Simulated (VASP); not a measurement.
# I (Fmmm) in VASP: a series of runs, part 2 of 2

VASP 6.6.1. The steps go on from the part before.

## (3) Single point, PBEsol

The input, INCAR:

```
ALGO     = Normal         # electronic algorithm
EDIFF    = 1E-6           # SCF threshold, eV
ENCUT    = 520            # plane-wave cutoff, eV
GGA      = PS             # functional
ISIF     = 2              # what is computed and relaxed
ISMEAR   = -1             # smearing method
LASPH    = True           # aspherical terms in the spheres
LCHARG   = True           # write CHGCAR
LELF     = True           # ELF
LREAL    = False          # projectors in reciprocal space
LVHAR    = True         
LWAVE    = False          # write WAVECAR
NBANDS   = 10             # bands
NELM     = 60             # most SCF steps
PREC     = Accurate       # precision mode
SIGMA    = 0.05           # smearing width, eV
```

The input, KPOINTS:

```
k-points
0
Gamma
  9 9 9
```

The input, POSCAR:

```
I
1.0
    0.0000000000      2.3336289500      3.8569979773
    2.1626168959      0.0000000000      3.8569979773
    2.1626168959      2.3336289500      0.0000000000
I
1
Direct
    0.0000000000      0.0000000000      0.0000000000
```

Potentials or basis: VASP PAW PBE potentials, release 64 (I).

Started as:

```
> cat potpaw_PBE.64/I/POTCAR > POTCAR
> mpirun -np 1 vasp_std > vasp.out
```

OUTCAR:

```text
EDIFF = 1E-6
   ENCUT = 520
   GGA = PS
   ISIF = 2
   ISMEAR = -1
   LASPH = True
   LREAL = False
   NELM = 60
   PREC = Accurate

 ion  position               nearest neighbor table
   1  0.000  0.000  0.000-

  LATTYP: Found a face centered orthorhombic cell.
 ALAT       =     4.3252337918
 B/A-ratio  =     1.0790764441
 C/A-ratio  =     1.7834864717

  Lattice vectors:

 A1 = (   0.0000000000,   2.3336289500,   3.8569979773)
 A2 = (   2.1626168959,   0.0000000000,   3.8569979773)
 A3 = (   2.1626168959,   2.3336289500,   0.0000000000)

Analysis of symmetry for initial positions (statically):
=====================================================================
 Subroutine PRICEL returns:
 Original cell was already a primitive cell.

 Routine SETGRP: Setting up the symmetry group for a
 face centered orthorhombic supercell.

 Subroutine GETGRP returns: Found  8 space group operations
 (whereof  8 operations were pure point group operations)
 out of a pool of  8 trial point group operations.

The static configuration has the point symmetry D_2h.

Analysis of symmetry for dynamics (positions and initial velocities):
[... 159 lines left out ...]
 val. band max:        3.8565451952   @ k =  -0.2222   0.0000   0.1111
 cond. band min:       3.8985393810   @ k =  -0.1111   0.1111   0.1111
 fundamental gap:      0.0419941858
 Fermi energy:         3.8615947655

 k-point     1 :       0.0000    0.0000    0.0000
  band No.  band energies     occupation
      1     -10.3115      2.00000
      2       1.8092      2.00000
      3       4.7106      0.00000
      4       4.9909      0.00000
      5       8.1383      0.00000
      6      11.2736      0.00000
      7      12.0678      0.00000
      8      16.0064      0.00000
      9      16.1612      0.00000
     10      16.3128      0.00000
[... 287 lines left out ...]
 k-point    24 :       0.4444    0.4444    0.0000
  band No.  band energies     occupation
      1     -10.0382      2.00000
      2      -0.4709      2.00000
      3       4.4679      0.00001
      4       4.7689      0.00000
      5      10.7254      0.00000
      6      11.1028      0.00000
      7      14.2898      0.00000
      8      18.8491      0.00000
      9      18.9493      0.00000
     10      19.1348      0.00000

 [... further k-points ...]
[... 5 lines left out ...]
  --------------------------------------------------------------------------------------
  -------------------------------------------------------------------------------------
  Total       -0.0873376     -0.1051544     -0.0753533     -0.0000000      0.0000000      0.0000000
  in kB       -3.5943562     -4.3276026     -3.1011454     -0.0000000      0.0000000      0.0000000
  external PRESSURE =      -3.6743680 kB  Pullay stress =       0.0000000 kB

 VOLUME and BASIS-vectors are now :
 -----------------------------------------------------------------------------
  energy-cutoff  :      520.00
  volume of cell :       38.93
      direct lattice vectors                 reciprocal lattice vectors
     0.000000000  2.333628950  3.856997977    -0.231201375  0.214258569  0.129634499
     2.162616896  0.000000000  3.856997977     0.231201375 -0.214258569  0.129634499
     2.162616896  2.333628950  0.000000000     0.231201375  0.214258569 -0.129634499

 POSITION                                       TOTAL-FORCE (eV/Angst)
 -----------------------------------------------------------------------------------
      0.00000      0.00000      0.00000         0.000000      0.000000      0.000000
 -----------------------------------------------------------------------------------
    total drift:                                0.000000      0.000000      0.000000

  FREE ENERGIE OF THE ION-ELECTRON SYSTEM (eV)
  ---------------------------------------------------
  free  energy   TOTEN  =        -1.6660989464 eV

  energy  without entropy=       -1.6614988668  energy(sigma->0) =       -1.66379891
```

OSZICAR:

```text
N       E                     dE             d eps       ncg     rms          rms(c)
DAV:   1     0.206751197870E+02    0.20675E+02   -0.24096E+03  2508   0.491E+02
DAV:   2    -0.788303270353E+00   -0.21463E+02   -0.20864E+02  3248   0.841E+01
DAV:   3    -0.168867182720E+01   -0.90037E+00   -0.89715E+00  3134   0.176E+01
DAV:   4    -0.169650326591E+01   -0.78314E-02   -0.78307E-02  3120   0.201E+00
DAV:   5    -0.169661736741E+01   -0.11410E-03   -0.11410E-03  3068   0.223E-01    0.572E+00
DAV:   6    -0.167472108406E+01    0.21896E-01   -0.17223E-02  2792   0.617E-01    0.352E+00
DAV:   7    -0.166622073911E+01    0.85003E-02   -0.34988E-02  2734   0.901E-01    0.120E-01
DAV:   8    -0.166609607420E+01    0.12466E-03   -0.17646E-03  2760   0.253E-01    0.340E-02
DAV:   9    -0.166609841885E+01   -0.23447E-05   -0.24077E-05  3264   0.360E-02    0.160E-02
DAV:  10    -0.166609894639E+01   -0.52754E-06   -0.20589E-06  2898   0.836E-03
   1 F= -.16660989E+01 E0= -.16637989E+01  d E =-.460008E-02
```

It took 13 s on 1 thread of Intel Xeon 6975P-C (Granite Rapids), shared host; peak memory 0.2 GiB.

Results:

* Free energy: -1.6661 eV
* Pressure: -0.4 GPa

Caveat: the PAW data sets were made with another functional, which shifts forces and pressure a little; spin-orbit coupling is left out, which moves the levels of the heavy elements; an odd number of electrons without spin polarisation forces a metal; a magnetic or distorted state may lie lower.

## (4) Single point, PBE+D3(BJ)

This run uses another cell than the first one, of 39.74 Å³/atom, 1.021 times its volume.

The input, INCAR:

```
SYSTEM = I
  ALGO = Normal
  EDIFF = 1E-7
  ENCUT = 520
  GGA = PE
  ISIF = 2
  ISMEAR = -1
  IVDW = 12
  LASPH = .TRUE.
  LCHARG = .FALSE.
  LREAL = .FALSE.
  LWAVE = .FALSE.
  NBANDS = 10
  NELM = 100
  PREC = Accurate
  SIGMA = 0.05
```

The input, KPOINTS:

```
k-points
0
G
  9 9 9
  0 0 0
```

The input, POSCAR:

```
I
1.0
    0.0000000000      2.3497234514      3.8835988039
    2.1775319666      0.0000000000      3.8835988039
    2.1775319666      2.3497234514      0.0000000000
I
1
Direct
    0.0000000000      0.0000000000      0.0000000000
```

Started as:

```
> cat potpaw_PBE.64/I/POTCAR > POTCAR
> mpirun -np 1 vasp_std > vasp.out
```

Wall time 15 s (1 thread of Intel Xeon 6975P-C (Granite Rapids), shared host); peak memory 0.21 GiB.

The run converged. Its results:

- Free energy: -1.7125 eV
- Pressure: -0.5 GPa
- Dispersion energy per atom: -0.324 eV

Stress tensor (GPa, compression positive):
```
-0.24  0.00  0.00
 0.00 -0.34  0.00
 0.00  0.00 -0.77
```

Levels at points of the mesh, in eV from the Fermi level:
```tsv
k point	band 1	band 2	band 3	band 4	band 5	band 6	band 7	band 8
(0.00, 0.00, 0.00)	-14.02	-2.01	0.80	1.08	4.48	7.44	8.25	12.14
```

Caveat: spin-orbit coupling is left out, which moves the levels of the heavy elements; an odd number of electrons without spin polarisation forces a metal; a magnetic or distorted state may lie lower; pairwise dispersion overbinds metals, which lowers pressure and volume.

## (5) Single point, BLYP

This run uses another cell than the first one, of 39.74 Å³/atom, 1.021 times its volume.

The input, INCAR:

```
PREC = Accurate
ENCUT = 520
EDIFF = 1E-6
ISMEAR = -1
SIGMA = 0.05
LREAL = False
LASPH = True
NELM = 60
ALGO = Normal
ISIF = 2
LWAVE = False
LCHARG = True
GGA = B5
ALDAX = 1.0
AGGAX = 1.0
AGGAC = 1.0
ALDAC = 0.0
LELF = True
LVHAR = True
NBANDS = 10
```

The input, KPOINTS:

```
regular mesh
0
Gamma
  9 9 9
```

POSCAR is that of step 4.

Started as:

```
> cat potpaw_PBE.64/I/POTCAR > POTCAR
> mpirun -np 1 vasp_std > vasp.out
```

Wall time 19 s (1 thread of Intel Xeon 6975P-C (Granite Rapids), shared host); peak memory 0.2 GiB.

Results (log left out):

- Free energy: -0.9628 eV
- Pressure: 3.8 GPa

Stress tensor (GPa, compression positive):
```
4.55 0.00 0.00
0.00 4.53 0.00
0.00 0.00 2.30
```

Levels at points of the mesh, in eV from the Fermi level:
| k point | band 1 | band 2 | band 3 | band 4 | band 5 | band 6 | band 7 | band 8 | band 9 |
| --- | --- | --- | --- | --- | --- | --- | --- | --- | --- |
| (0.00, 0.00, 0.00) | -14.01 | -2.00 | 0.77 | 1.05 | 4.59 | 7.58 | 8.46 | 12.13 | 12.48 |

Caveat: the PAW data sets were made with another functional, which shifts forces and pressure a little; spin-orbit coupling is left out, which moves the levels of the heavy elements; an odd number of electrons without spin polarisation forces a metal; a magnetic or distorted state may lie lower.

## (6) The runs side by side

```csv
level,cell,gap on the mesh (eV),pressure (GPa)
BLYP,"a = 4.508, b = 4.422, c = 3.182 Å, angles 70.6, 67.7, 41.7°, 1 atom",none,4.6
PBEsol,"a = 4.508, b = 4.422, c = 3.182 Å, angles 70.6, 67.7, 41.7°, 1 atom",none,-0.4
PBE+D3(BJ),"a = 4.539, b = 4.452, c = 3.204 Å, angles 70.6, 67.7, 41.7°, 1 atom",none,-0.5
BLYP,"a = 4.539, b = 4.452, c = 3.204 Å, angles 70.6, 67.7, 41.7°, 1 atom",none,3.8
```

Alike in all rows: task single point; potentials or basis VASP PAW PBE potentials, release 64 (I); no spin polarisation; k mesh 9 × 9 × 9; cutoff (eV) 520; smearing fermi-dirac 0.05 eV.

Caveats: spin-orbit coupling is left out, which moves the levels of the heavy elements; an odd number of electrons without spin polarisation forces a metal; a magnetic or distorted state may lie lower; the PAW data sets were made with another functional, which shifts forces and pressure a little (some runs); pairwise dispersion overbinds metals, which lowers pressure and volume (some runs).

Total energies depend on the potentials used, so only differences within one code and one set of settings carry meaning.
